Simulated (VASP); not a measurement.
Wanted: the native input for a VASP 6.6.1 run.

| Property | Result |
| --- | --- |
| Task | relaxation of the atoms |
| Functional | PBE |
| Potentials or basis | VASP PAW PBE potentials, release 64 (Ti_sv, C) |
| Cutoff | 520 eV |
| k mesh | 6 × 6 × 6, shifted |
| Occupations | gaussian, width 0.1 eV |
| Spin | no spin polarisation |
| Dipole correction | no |
| Further INCAR settings | ALGO = Normal; EDIFF = 1e-06; IBRION = 2; EDIFFG = -0.025; NSW = 65 |

The structure of Ti4C5 (a cell with a defect) lies in POSCAR:

```
Ti4C5
1.0
    0.0000000000      0.0000000000     -4.3327798708
    0.0000000000     -4.3327798708      0.0000000000
   -4.3327798708      0.0000000000      0.0000000000
Ti C
4 5
Direct
    0.0000000000      0.0000000000      0.0000000000
    1.0000000000      0.5000000000      0.5000000000
    0.5000000000      1.0000000000      0.5000000000
    0.5000000000      0.5000000000      0.0000000000
    0.0000000000      0.0000000000      0.5000000000
    0.0000000000      0.5000000000      0.0000000000
    0.5000000000      0.0000000000      0.0000000000
    0.5000000000      0.5000000000      0.5000000000
    0.7500000000      0.7500000000      0.7500000000
```

This cell differs from its parent crystal: with an interstitial atom.

The input as run:

INCAR

```
PREC = Accurate ; ENCUT = 520
EDIFF = 1E-6 ; ISMEAR = 0
SIGMA = 0.1 ; LREAL = False
LASPH = True ; NELM = 100
ALGO = Normal ; ISIF = 2
LWAVE = False ; LCHARG = False
GGA = PE ; IBRION = 2
NSW = 65 ; EDIFFG = -0.025
```

KPOINTS

```
Automatic mesh
0
Gamma
  6 6 6
  0.5 0.5 0.5
```

Potentials or basis: VASP PAW PBE potentials, release 64 (Ti_sv, C).

The run is started by

```sh
$ cat potpaw_PBE.64/Ti_sv/POTCAR potpaw_PBE.64/C/POTCAR > POTCAR
$ mpirun -np 1 vasp_std > vasp.out
```

Results of the run:

```
Energy gained by relaxing    : 143.2 meV/atom
Ionic steps                  : 11
Pressure after relaxing      : 15.9 GPa
Largest force after relaxing : 0.008 eV/Å
Band gap on the k mesh       : zero (bands 34 and 35 overlap by 0.98 eV)
```

Caveat: the cell differs from its parent crystal (with an interstitial atom).

Wall time 6 min on 1 thread of AMD EPYC 7R43 64-Core Processor (Zen 3), with other jobs on the host, peak memory 0.15 GiB.
